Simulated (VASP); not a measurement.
Input of a VASP 6.6.1 run:

Contents of INCAR:

```
SYSTEM = WC
  ALGO = Normal
  EDIFF = 1E-7
  ENCUT = 520
  GGA = PE
  ISIF = 2
  ISMEAR = -1
  LASPH = .True.
  LCHARG = .True.
  LDAU = .True.
  LDAUJ = 0 0
  LDAUL = 2 -1
  LDAUPRINT = 1
  LDAUTYPE = 2
  LDAUU = 4 0
  LELF = .True.
  LMAXMIX = 4
  LREAL = .False.
  LVHAR = .True.
  LWAVE = .False.
  NBANDS = 16
  NELM = 150
  PREC = Accurate
  SIGMA = 0.05
```

The input KPOINTS:

```
k-points
0
Gamma
  10 10 9
  0 0 0
```

File POSCAR:

```
WC
1.0
    2.9254691841      0.0000000000      0.0000000000
   -1.4627345920      2.5335306314      0.0000000000
    0.0000000000      0.0000000000      2.8446330996
W C
1 1
Direct
    0.0000000000      0.0000000000      0.0000000000
    0.6666666667      0.3333333333      0.5000000000
```

Potentials or basis: VASP PAW PBE potentials, release 64 (W_sv, C).

Launch:

```console
$ cat potpaw_PBE.64/W_sv/POTCAR potpaw_PBE.64/C/POTCAR > POTCAR
$ mpirun -np 1 vasp_std > vasp.out
```

Task: Estimate the band gap on the k mesh.

Result: Zero (band 9 reaches 11.76 eV, above the bottom of band 10 at 10.75 eV).

Task: Predict the pressure.

Result: 9.2 GPa.

Eigenvalues of the final occupation matrices:
```tsv
site	spin	trace	eigenvalues
site 1 d	1	1.66	0.31 0.31 0.34 0.34 0.36
site 1 d	2	1.66	0.31 0.31 0.34 0.34 0.36
```

Caveat: spin-orbit coupling is left out, which moves the levels of the heavy elements; U without spin polarisation on a metal has little footing; the U is typed as a test and isn't derived for this compound.
